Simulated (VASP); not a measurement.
A run of VASP 6.6.1 is set up as follows.

The input INCAR:

```
SYSTEM = RbBr
ALGO = Normal
EDIFF = 1E-6
ENCUT = 520
GGA = PE
ISIF = 2
ISMEAR = 0
LASPH = .True.
LCHARG = .False.
LREAL = .False.
LWAVE = .False.
NBANDS = 42
NELM = 60
PREC = Accurate
SIGMA = 0.1
```

File KPOINTS:

```
k-points
0
Gamma
  4 2 2
  0 0 0
```

The input POSCAR:

```
RbBr
1.0
   -4.9564603666      0.0000000000     -0.0205532000
    0.0488760832      0.0000000000     -7.0148124935
    0.0000000000     -9.9319750066      0.0000000000
Rb Br
4 4
Direct
    0.2494200215      0.7502567827      0.6250000000
    0.2494200215      0.7502567827      0.1250000000
    0.7505799785      0.2497432173      0.8750000000
    0.7505799785      0.2497432173      0.3750000000
    0.2503881699      0.2502609852      0.6250000000
    0.2503881699      0.2502609852      0.1250000000
    0.7496118301      0.7497390148      0.8750000000
    0.7496118301      0.7497390148      0.3750000000
```

Potentials or basis: VASP PAW PBE potentials, release 64 (Rb_sv, Br).

Command:

```bash
$ cat potpaw_PBE.64/Rb_sv/POTCAR potpaw_PBE.64/Br/POTCAR > POTCAR
$ mpirun -np 1 vasp_std > vasp.out
```

(1) What does it give for the pressure?

(2) What does it give for the band gap on the k mesh?

## Answers

(1) 0.1 GPa.

(2) 4.19 eV.

Caveat: the k points lie up to 0.45 Å⁻¹ apart.
